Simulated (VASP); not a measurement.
# C (Im-3m) in VASP: single point with PBE

Aim: the single point of C with PBE.

All numbers are computed with VASP 6.6.1; they aren't measurements. Logs are shortened: lines on timing, memory, paths and dates and some standing lists are left out, and cuts for length are marked.

## Step 1: The cell of the first run

The structure is cubic, space group Im-3m (No. 229). The conventional cell has a = 2.368 Å, b = 2.368 Å, c = 2.368 Å, α = 90.00°, β = 90.00°, γ = 90.00°. Within 2.7 Å of C (site symmetry m-3m) lie 14 C at 2.05 to 2.37 Å.

## Step 2: Single point, PBE

INCAR

```
SYSTEM = C
PREC     = Accurate       ! precision mode
ENCUT    = 600            ! plane-wave cutoff, eV
EDIFF    = 1E-6           ! SCF threshold, eV
ISMEAR   = -1             ! smearing method
SIGMA    = 0.03           ! smearing width, eV
LREAL    = .False.        ! projectors in reciprocal space
LASPH    = .True.         ! aspherical terms in the spheres
NELM     = 120            ! most SCF steps
ALGO     = Normal         ! electronic algorithm
ISIF     = 2              ! what is computed and relaxed
LWAVE    = .False.        ! write WAVECAR
LCHARG   = .False.        ! write CHGCAR
GGA      = PE             ! functional
NBANDS   = 8              ! bands
GGA_COMPAT= .False.
```

KPOINTS

```
Automatic mesh
0
Gamma
  16 16 16
  0 0 0
```

POSCAR

```
C
1.0
   -1.1840853010      1.1840853010      1.1840853010
    1.1840853010     -1.1840853010      1.1840853010
    1.1840853010      1.1840853010     -1.1840853010
C
1
Direct
    0.0000000000      0.0000000000      0.0000000000
```

Potentials or basis: VASP PAW PBE potentials, release 64 (C).

The run is started by

```sh
$ cat potpaw_PBE.64/C/POTCAR > POTCAR
$ mpirun -np 1 vasp_std > vasp.out
```

OUTCAR:

```text
SYSTEM = C
   PREC = Accurate
   ENCUT = 600
   EDIFF = 1E-6
   ISMEAR = -1
   LREAL = .False.
   LASPH = .True.
   NELM = 120
   ISIF = 2
   GGA = PE

 ion  position               nearest neighbor table
   1  0.000  0.000  0.000-

  LATTYP: Found a body centered cubic cell.
 ALAT       =     2.3681706020

  Lattice vectors:

 A1 = (  -1.1840853010,   1.1840853010,   1.1840853010)
 A2 = (   1.1840853010,  -1.1840853010,   1.1840853010)
 A3 = (   1.1840853010,   1.1840853010,  -1.1840853010)

Analysis of symmetry for initial positions (statically):
=====================================================================
 Subroutine PRICEL returns:
 Original cell was already a primitive cell.

 Routine SETGRP: Setting up the symmetry group for a
 body centered cubic supercell.

 Subroutine GETGRP returns: Found 48 space group operations
 (whereof 48 operations were pure point group operations)
 out of a pool of 48 trial point group operations.

The static configuration has the point symmetry O_h .

Analysis of symmetry for dynamics (positions and initial velocities):
=====================================================================
 Subroutine PRICEL returns:
 Original cell was already a primitive cell.

 Routine SETGRP: Setting up the symmetry group for a
 body centered cubic supercell.

 Subroutine GETGRP returns: Found 48 space group operations
 (whereof 48 operations were pure point group operations)
 out of a pool of 48 trial point group operations.

The dynamic configuration has the point symmetry O_h .

 Subroutine INISYM returns: Found 48 space group operations
 (whereof 48 operations are pure point group operations),
 and found     1 'primitive' translations

----------------------------------------------------------------------------------------

                                     Primitive cell

  volume of cell :       6.6406

  direct lattice vectors                    reciprocal lattice vectors
    -1.184085301  1.184085301  1.184085301     0.000000000  0.422266875  0.422266875
     1.184085301 -1.184085301  1.184085301     0.422266875  0.000000000  0.422266875
     1.184085301  1.184085301 -1.184085301     0.422266875  0.422266875  0.000000000

  length of vectors
     2.050895902  2.050895902  2.050895902     0.597175542  0.597175542  0.597175542

  position of ions in fractional coordinates (direct lattice)
     0.000000000  0.000000000  0.000000000

  ion indices of the primitive-cell ions
   primitive index   ion index
                 1           1

----------------------------------------------------------------------------------------

 KPOINTS: Automatic mesh

Automatic generation of k-mesh.
 Grid dimensions read from file:
 generate k-points for:   16   16   16

 Generating k-lattice:

  Cartesian coordinates                     Fractional coordinates (reciprocal lattice)
     0.000000000  0.026391680  0.026391680     0.062500000  0.000000000  0.000000000
     0.026391680  0.000000000  0.026391680     0.000000000  0.062500000  0.000000000
     0.026391680  0.026391680  0.000000000     0.000000000  0.000000000  0.062500000

  Length of vectors
     0.037323471  0.037323471  0.037323471

  Shift w.r.t. Gamma in fractional coordinates (k-lattice)
     0.000000000  0.000000000  0.000000000

 Subroutine IBZKPT returns following result:
 ===========================================

 Found    145 irreducible k-points:

 Following reciprocal coordinates:
            Coordinates               Weight
  0.000000  0.000000  0.000000      1.000000
  0.062500  0.000000  0.000000     12.000000
  0.125000  0.000000  0.000000     12.000000
  0.187500  0.000000  0.000000     12.000000
  0.250000  0.000000  0.000000     12.000000
  0.312500  0.000000  0.000000     12.000000
[... 16 lines left out ...]
  0.187500  0.187500  0.000000     24.000000
  0.250000  0.187500 -0.000000     48.000000
 [... further k-points ...]
   k-points           NKPTS =    145   k-points in BZ     NKDIM =    145   number of bands    NBANDS=      8
   number of dos      NEDOS =    301   number of ions     NIONS =      1
   total plane-waves  NPLWV =   4096
   dimension x,y,z NGX =    16 NGY =   16 NGZ =   16
   dimension x,y,z NGXF=    32 NGYF=   32 NGZF=   32
   ions per type =               1
   NGX,Y,Z   is equivalent  to a cutoff of  12.97, 12.97, 12.97 a.u.
   NGXF,Y,Z  is equivalent  to a cutoff of  25.94, 25.94, 25.94 a.u.
 SYSTEM =  C
   PREC   = accura    normal or accurate (medium, high low for compatibility)
   ISTART =      0    job   : 0-new  1-cont  2-samecut
   ICHARG =      2    charge: 1-file 2-atom 10-const
   ISPIN  =      1    spin polarized calculation?
   LNONCOLLINEAR =      F non collinear calculations
   LSORBIT =      F    spin-orbit coupling
   LASPH  =      T    aspherical Exc in radial PAW
   ENCUT  =  600.0 eV  44.10 Ry    6.64 a.u.   4.10  4.10  4.10*2*pi/ulx,y,z
   NELM   =    120;   NELMIN=  2; NELMDL= -5     # of ELM steps
   EDIFF  = 0.1E-05   stopping-criterion for ELM
   LREAL  =      F    real-space projection
   EDIFFG = 0.1E-04   stopping-criterion for IOM
   NSW    =      0    number of steps for IOM
   IBRION =     -1    ionic relax: 0-MD 1-quasi-New 2-CG
   NFREE  =      0    steps in history (QN), initial steepest desc. (CG)
   ISIF   =      2    stress and relaxation
   ISYM   =      2    0-nonsym 1-usesym 2-fastsym
   POTIM  = 0.5000    time-step for ionic-motion
   TEBEG  =    0.0;   TEEND  =   0.0 temperature during run
   PSTRESS=    0.0 pullay stress
   NELECT =       4.0000    total number of electrons
   NUPDOWN=      -1.0000    fix difference up-down
   EMIN   =  10.00;   EMAX   =-10.00  energy-range for DOS
   EFERMI =   0.00;   METHOD = LEGACY
   ISMEAR =    -1;   SIGMA  =   0.03  broadening in eV -4-tet -1-fermi 0-gaus
   EFERMI_NEDOS =   21; number of points for ismear=-14 and -15
   IALGO  =     38    algorithm
   IMIX   =      4    mixing-type and parameters
     AMIX     =   0.40;   BMIX     =  1.00
     AMIX_MAG =   1.60;   BMIX_MAG =  1.00
  volume/ion in A,a.u.               =       6.64        44.81
  Fermi-wavevector in a.u.,A,eV,Ry     =   1.382585  2.612707 26.008098  1.911541
  Thomas-Fermi vector in A             =   2.507263
   LORBIT       =      0    0 simple, 1 ext, 2 COOP (PROOUT), +10 PAW based schemes
   GGA     = PE    functional components
   LHFCALC =     F    Hartree Fock is set to
   AEXX    =    0.0000 exact exchange contribution
   IVDW    =     0    specifies the selected vdW correction
   LEPSILON=     F    determine dielectric tensor
   LRPA    =     F    only Hartree local field effects (RPA)
 non-spin polarized calculation
  energy-cutoff  :      600.00
  volume of cell :        6.64
 maximum number of plane-waves:       236
   NGX =  9   NGY =  9   NGZ =  9

 number of electron       4.0000000 magnetization

 Free energy of the ion-electron system (eV)
  ---------------------------------------------------
  ext. energy  EPLUGINS =         0.00000000
  ---------------------------------------------------
  free energy    TOTEN  =        -4.86752040 eV

  energy without entropy =       -4.86596369  energy(sigma->0) =       -4.86674205

 E-fermi :   8.5821     XC(G=0): -13.1555

 val. band max:        8.5645907354   @ k =  -0.4375   0.4375   0.3125
 cond. band min:       8.5959928188   @ k =  -0.3125   0.3125   0.0625
 fundamental gap:      0.0314020834
 Fermi energy:         8.5821336664

 k-point     1 :       0.0000    0.0000    0.0000
  band No.  band energies     occupation
      1     -11.1104      2.00000
      2      17.7079      0.00000
      3      17.7079      0.00000
      4      17.7079      0.00000
      5      41.9129      0.00000
      6      41.9129      0.00000
      7      41.9129      0.00000
      8      44.2214      0.00000

 k-point     2 :       0.0625    0.0000    0.0000
  band No.  band energies     occupation
      1     -10.9346      2.00000
      2      17.2773      0.00000
      3      17.4629      0.00000
      4      17.6581      0.00000
      5      40.5555      0.00000
      6      40.6917      0.00000
      7      42.5318      0.00000
      8      44.2339      0.00000

 k-point     3 :       0.1250    0.0000    0.0000
  band No.  band energies     occupation
      1     -10.4081      2.00000
      2      16.0051      0.00000
      3      16.8104      0.00000
      4      17.5138      0.00000
      5      37.4768      0.00000
      6      38.5268      0.00000
      7      43.8142      0.00000
      8      44.1889      0.00000

 k-point     4 :       0.1875    0.0000    0.0000
  band No.  band energies     occupation
      1      -9.5329      2.00000
      2      13.9790      0.00000
      3      15.9350      0.00000
      4      17.2921      0.00000
      5      34.8186      0.00000
      6      36.4473      0.00000
      7      43.1760      0.00000
      8      44.1474      0.00000

 k-point     5 :       0.2500    0.0000    0.0000
  band No.  band energies     occupation
      1      -8.3126      2.00000
      2      11.3886      0.00000
      3      15.0202      0.00000
      4      17.0233      0.00000
      5      32.9136      0.00000
      6      34.6762      0.00000
      7      43.1421      0.00000
      8      44.0958      0.00000
[... 177 lines left out ...]
 k-point    22 :       0.4375    0.1250    0.0000
  band No.  band energies     occupation
      1       0.2297      2.00000
      2       0.4032      2.00000
      3      11.3076      0.00000
      4      15.2678      0.00000
      5      31.4055      0.00000
      6      33.1338      0.00000
      7      42.2811      0.00000
      8      46.1301      0.00000

 k-point    23 :       0.1875    0.1875    0.0000
  band No.  band energies     occupation
      1      -6.4080      2.00000
      2       9.9280      0.00000
      3      11.7460      0.00000
      4      15.7439      0.00000
      5      33.0890      0.00000
      6      33.7530      0.00000
      7      42.7931      0.00000
      8      44.0278      0.00000

 k-point    24 :       0.2500    0.1875   -0.0000
  band No.  band energies     occupation
      1      -4.6935      2.00000
      2       7.7133      2.00000
      3      10.3042      0.00000
      4      15.3210      0.00000
      5      32.8955      0.00000
      6      33.6413      0.00000
      7      42.0250      0.00000
      8      45.1200      0.00000

 [... further k-points ...]

------------------------ aborting loop because EDIFF is reached ----------------------------------------

  FORCE on cell =-STRESS in cart. coord.  units (eV):
  Direction    XX          YY          ZZ          XY          YZ          ZX
  --------------------------------------------------------------------------------------
  -------------------------------------------------------------------------------------
  Total       -0.0045262     -0.0045262     -0.0045262      0.0000000      0.0000000      0.0000000
  in kB       -1.0920342     -1.0920342     -1.0920342      0.0000000      0.0000000      0.0000000
  external PRESSURE =      -1.0920342 kB  Pullay stress =       0.0000000 kB

 VOLUME and BASIS-vectors are now :
 -----------------------------------------------------------------------------
  energy-cutoff  :      600.00
  volume of cell :        6.64
      direct lattice vectors                 reciprocal lattice vectors
    -1.184085301  1.184085301  1.184085301     0.000000000  0.422266875  0.422266875
     1.184085301 -1.184085301  1.184085301     0.422266875  0.000000000  0.422266875
     1.184085301  1.184085301 -1.184085301     0.422266875  0.422266875  0.000000000

 POSITION                                       TOTAL-FORCE (eV/Angst)
 -----------------------------------------------------------------------------------
      0.00000      0.00000      0.00000         0.000000      0.000000     -0.000000
 -----------------------------------------------------------------------------------
    total drift:                                0.000000      0.000000     -0.000000

  FREE ENERGIE OF THE ION-ELECTRON SYSTEM (eV)
  ---------------------------------------------------
  free  energy   TOTEN  =        -4.8675204037 eV

  energy  without entropy=       -4.8659636874  energy(sigma->0) =       -4.86674205
```

Run time: 4.8 s. Hardware: 1 thread of Intel Xeon 8259CL, shared host; peak memory 0.11 GiB.

What came out:

* Free energy: -4.8675 eV
* Pressure: -0.1 GPa
* Band gap on the k mesh: zero (bands 2 and 3 overlap by 14.05 eV)
